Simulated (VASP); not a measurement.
# Rh (Fm-3m) in VASP: a series of runs, part 2 of 2

VASP 6.6.1. The steps go on from the part before.

## 3. Single point, PBE

Input file INCAR:

```
PREC = Accurate
ENCUT = 520
EDIFF = 1E-6
ISMEAR = 0
SIGMA = 0.027000000000000003
LREAL = F
LASPH = T
NELM = 60
ALGO = Normal
ISIF = 2
LWAVE = F
LCHARG = F
GGA = PE
NBANDS = 14
```

Input file KPOINTS:

```
regular mesh
0
Gamma
  12 12 12
```

Input file POSCAR:

```
Rh
1.0
    0.0000000000      1.8978500000      1.8978500000
    1.8978500000      0.0000000000      1.8978500000
    1.8978500000      1.8978500000      0.0000000000
Rh
1
Direct
    0.0000000000      0.0000000000      0.0000000000
```

Potentials or basis: VASP PAW PBE potentials, release 64 (Rh_pv).

Command:

```bash
$ cat potpaw_PBE.64/Rh_pv/POTCAR > POTCAR
$ mpirun -np 1 vasp_std > vasp.out
```

Wall time 6.1 s (1 thread of Intel Xeon 6975P-C (Granite Rapids), shared host); peak memory 0.12 GiB.

It converged, with:

```
Free energy : -7.2527 eV
Pressure    : 7.4 GPa
```

Levels at points of the mesh, in eV from the Fermi level:
```tsv
k point	band 4	band 5	band 6	band 7	band 8	band 9	band 10	band 11
(0.00, 0.00, 0.00)	-8.05	-3.17	-3.17	-3.17	-1.06	-1.06	15.95	20.42
(0.50, 0.00, 0.00)	-6.22	-3.24	-3.24	0.51	0.51	0.68	8.64	15.45
(0.50, 0.50, 0.00)	-6.42	-6.05	0.48	0.93	0.93	3.22	12.29	13.31
```

## 4. Single point, PBE

Input file INCAR:

```
  PREC = Accurate
  ENCUT = 520
  EDIFF = 1E-6
  ISMEAR = 0
  SIGMA = 0.024
  LREAL = F
  LASPH = T
  NELM = 100
  ALGO = Normal
  ISIF = 2
  LWAVE = F
  LCHARG = F
  GGA = PE
  NBANDS = 14
```

KPOINTS is that of step 3.

POSCAR is that of step 3.

Potentials or basis: VASP PAW PBE potentials, release 64 (Rh_pv).

Command:

```bash
$ cat potpaw_PBE.64/Rh_pv/POTCAR > POTCAR
$ mpirun -np 1 vasp_std > vasp.out
```

OUTCAR:

```text
PREC = Accurate
   ENCUT = 520
   EDIFF = 1E-6
   ISMEAR = 0
   LREAL = F
   LASPH = T
   NELM = 100
   ISIF = 2
   GGA = PE

 ion  position               nearest neighbor table
   1  0.000  0.000  0.000-

  LATTYP: Found a face centered cubic cell.
 ALAT       =     3.7957000000

  Lattice vectors:

 A1 = (   0.0000000000,   1.8978500000,   1.8978500000)
 A2 = (   1.8978500000,   0.0000000000,   1.8978500000)
 A3 = (   1.8978500000,   1.8978500000,   0.0000000000)

Analysis of symmetry for initial positions (statically):
[... 576 lines left out ...]
      6       9.4881      2.00000
      7       9.9233      2.00000
      8      12.2523      0.00000
      9      16.1450      0.00000
     10      20.7941      0.00000
     11      28.0744      0.00000
     12      30.9579      0.00000
     13      32.4797      0.00000
     14      32.6426      0.00000

 [... further k-points ...]
[... 5 lines left out ...]
  --------------------------------------------------------------------------------------
  -------------------------------------------------------------------------------------
  Total        0.6333455      0.6333455      0.6333455      0.0000000      0.0000000     -0.0000000
  in kB       74.2225115     74.2225115     74.2225115      0.0000000      0.0000000     -0.0000000
  external PRESSURE =      74.2225115 kB  Pullay stress =       0.0000000 kB

 VOLUME and BASIS-vectors are now :
 -----------------------------------------------------------------------------
  energy-cutoff  :      520.00
  volume of cell :       13.67
      direct lattice vectors                 reciprocal lattice vectors
     0.000000000  1.897850000  1.897850000    -0.263456016  0.263456016  0.263456016
     1.897850000  0.000000000  1.897850000     0.263456016 -0.263456016  0.263456016
     1.897850000  1.897850000  0.000000000     0.263456016  0.263456016 -0.263456016

 POSITION                                       TOTAL-FORCE (eV/Angst)
 -----------------------------------------------------------------------------------
      0.00000      0.00000      0.00000        -0.000000     -0.000000      0.000000
 -----------------------------------------------------------------------------------
    total drift:                                0.000000      0.000000      0.000000

  FREE ENERGIE OF THE ION-ELECTRON SYSTEM (eV)
  ---------------------------------------------------
  free  energy   TOTEN  =        -7.2526302192 eV

  energy  without entropy=       -7.2520207354  energy(sigma->0) =       -7.25232548
```

OSZICAR:

```text
N       E                     dE             d eps       ncg     rms          rms(c)
DAV:   1     0.119765388889E+03    0.11977E+03   -0.89855E+03  2038   0.116E+03
DAV:   2    -0.609999141618E+01   -0.12587E+03   -0.11985E+03  2220   0.341E+02
DAV:   3    -0.775467900329E+01   -0.16547E+01   -0.16517E+01  2370   0.423E+01
DAV:   4    -0.776094789804E+01   -0.62689E-02   -0.62687E-02  2328   0.265E+00
DAV:   5    -0.776100266087E+01   -0.54763E-04   -0.54762E-04  2334   0.219E-01    0.103E+01
DAV:   6    -0.727411121691E+01    0.48689E+00   -0.78738E-01  2136   0.125E+01    0.358E+00
DAV:   7    -0.725629533803E+01    0.17816E-01   -0.18371E-02  2310   0.171E+00    0.167E+00
DAV:   8    -0.725281032400E+01    0.34850E-02   -0.37349E-03  2130   0.822E-01    0.233E-01
DAV:   9    -0.725262998908E+01    0.18033E-03   -0.12682E-04  2136   0.157E-01    0.118E-02
DAV:  10    -0.725263021919E+01   -0.23011E-06   -0.33291E-06  2292   0.233E-02
   1 F= -.72526302E+01 E0= -.72523255E+01  d E =-.609484E-03
```

It took 5.8 s on 1 thread of Intel Xeon 6975P-C (Granite Rapids), shared host; peak memory 0.12 GiB.

Results:

```
Free energy : -7.2526 eV
Pressure    : 7.4 GPa
```

## 5. Single point, BLYP+D3(BJ)

This run uses another cell than the first one, of 13.81 Å³/atom, 1.010 times its volume.

Input file INCAR:

```
SYSTEM = Rh
AGGAC    = 1.0          
AGGAX    = 1.0          
ALDAC    = 0.0          
ALDAX    = 1.0          
ALGO     = Normal         ! electronic algorithm
EDIFF    = 1E-6           ! SCF threshold, eV
ENCUT    = 520            ! plane-wave cutoff, eV
GGA      = B5             ! functional
ISIF     = 2              ! what is computed and relaxed
ISMEAR   = -1             ! smearing method
IVDW     = 12             ! dispersion correction
LASPH    = .TRUE.         ! aspherical terms in the spheres
LCHARG   = .TRUE.         ! write CHGCAR
LELF     = .TRUE.         ! ELF
LREAL    = .FALSE.        ! projectors in reciprocal space
LVHAR    = .TRUE.       
LWAVE    = .FALSE.        ! write WAVECAR
NBANDS   = 14             ! bands
NELM     = 100            ! most SCF steps
PREC     = Accurate       ! precision mode
SIGMA    = 0.05           ! smearing width, eV
VDW_A1   = 0.4298       
VDW_A2   = 4.2359       
VDW_S6   = 1.0          
VDW_S8   = 2.6996
```

Input file KPOINTS:

```
k-points
0
G
  12 12 12
  0 0 0
```

Input file POSCAR:

```
Rh
1.0
    0.0000000000      1.9043152504      1.9043152504
    1.9043152504      0.0000000000      1.9043152504
    1.9043152504      1.9043152504      0.0000000000
Rh
1
Direct
    0.0000000000      0.0000000000      0.0000000000
```

Potentials or basis: VASP PAW PBE potentials, release 64 (Rh_pv).

Command:

```bash
$ cat potpaw_PBE.64/Rh_pv/POTCAR > POTCAR
$ mpirun -np 1 vasp_std > vasp.out
```

OUTCAR:

```text
SYSTEM = Rh
   EDIFF = 1E-6
   ENCUT = 520
   GGA = B5
   ISIF = 2
   ISMEAR = -1
   IVDW = 12
   LASPH = .TRUE.
   LREAL = .FALSE.
   NELM = 100
   PREC = Accurate
 IVDW          = 12

 ion  position               nearest neighbor table
   1  0.000  0.000  0.000-

  LATTYP: Found a face centered cubic cell.
 ALAT       =     3.8086305008

  Lattice vectors:

 A1 = (   0.0000000000,   1.9043152504,   1.9043152504)
 A2 = (   1.9043152504,   0.0000000000,   1.9043152504)
[... 587 lines left out ...]

 [... further k-points ...]

------------------------ aborting loop because EDIFF is reached ----------------------------------------

 Edisp (eV)   -1.48663

 E8    (eV) :    -1.1069

  FORCE on cell =-STRESS in cart. coord.  units (eV):
  Direction    XX          YY          ZZ          XY          YZ          ZX
  --------------------------------------------------------------------------------------
  -------------------------------------------------------------------------------------
  Total       0.05746     0.05746     0.05746    -0.00000    -0.00000     0.00000
  in kB       6.66572     6.66572     6.66572    -0.00000    -0.00000     0.00000
  external pressure =        6.67 kB  Pullay stress =        0.00 kB

 VOLUME and BASIS-vectors are now :
 -----------------------------------------------------------------------------
  energy-cutoff  :      520.00
  volume of cell :       13.81
      direct lattice vectors                 reciprocal lattice vectors
     0.000000000  1.904315250  1.904315250    -0.262561569  0.262561569  0.262561569
     1.904315250  0.000000000  1.904315250     0.262561569 -0.262561569  0.262561569
     1.904315250  1.904315250  0.000000000     0.262561569  0.262561569 -0.262561569

 POSITION                                       TOTAL-FORCE (eV/Angst)
 -----------------------------------------------------------------------------------
      0.00000      0.00000      0.00000         0.000000      0.000000     -0.000000
 -----------------------------------------------------------------------------------
    total drift:                                0.000000     -0.000000     -0.000000

  FREE ENERGIE OF THE ION-ELECTRON SYSTEM (eV)
  ---------------------------------------------------
  free  energy   TOTEN  =        -7.5946221467 eV

  energy  without entropy=       -7.5851596986  energy(sigma->0) =       -7.58989092
```

OSZICAR:

```text
N       E                     dE             d eps       ncg     rms          rms(c)
DAV:   1     0.121888534901E+03    0.12189E+03   -0.88662E+03  2032   0.114E+03
DAV:   2    -0.498808664010E+01   -0.12688E+03   -0.12125E+03  2268   0.340E+02
DAV:   3    -0.654210543676E+01   -0.15540E+01   -0.15517E+01  2430   0.416E+01
DAV:   4    -0.654784571638E+01   -0.57403E-02   -0.57402E-02  2268   0.259E+00
DAV:   5    -0.654789710222E+01   -0.51386E-04   -0.51387E-04  2364   0.215E-01    0.964E+00
DAV:   6    -0.612488517314E+01    0.42301E+00   -0.71312E-01  2118   0.117E+01    0.338E+00
DAV:   7    -0.611094382150E+01    0.13941E-01   -0.13220E-02  2280   0.145E+00    0.161E+00
DAV:   8    -0.610815390407E+01    0.27899E-02   -0.40372E-03  2088   0.864E-01    0.189E-01
DAV:   9    -0.610798154627E+01    0.17236E-03   -0.19948E-04  2118   0.199E-01    0.259E-02
DAV:  10    -0.610798772329E+01   -0.61770E-05   -0.53737E-06  2244   0.253E-02    0.351E-03
DAV:  11    -0.610798816666E+01   -0.44337E-06   -0.26454E-07  1116   0.722E-03
   1 F= -.75946221E+01 E0= -.75898909E+01  d E =-.946245E-02
```

It took 9.9 s on 1 thread of Intel Xeon 6975P-C (Granite Rapids), shared host; peak memory 0.14 GiB.

Results:

```
Free energy                : -7.5946 eV
Pressure                   : 0.7 GPa
Dispersion energy per atom : -1.487 eV
```

Caveat: the PAW data sets were made with another functional, which shifts forces and pressure a little; pairwise dispersion overbinds metals, which lowers pressure and volume.

## 6. The runs side by side

```tsv
level	cell	k mesh	smearing	gap on the mesh (eV)	pressure (GPa)
PBE	a = 2.684 Å, angles 60.0°, 1 atom	7 × 7 × 7	fermi-dirac 0.04 eV	none	6.1
PBE	a = 2.684 Å, angles 60.0°, 1 atom	12 × 12 × 12	gaussian 0.027 eV	none	7.4
PBE	a = 2.684 Å, angles 60.0°, 1 atom	12 × 12 × 12	gaussian 0.024 eV	none	7.4
BLYP+D3(BJ)	a = 2.693 Å, angles 60.0°, 1 atom	12 × 12 × 12	fermi-dirac 0.05 eV	none	0.7
```

Alike in all rows: task single point; potentials or basis VASP PAW PBE potentials, release 64 (Rh_pv); no spin polarisation; cutoff (eV) 520.

Caveats: some runs use coarse meshes; the PAW data sets were made with another functional, which shifts forces and pressure a little (some runs); pairwise dispersion overbinds metals, which lowers pressure and volume (some runs).

Total energies depend on the potentials used, so only differences within one code and one set of settings carry meaning.
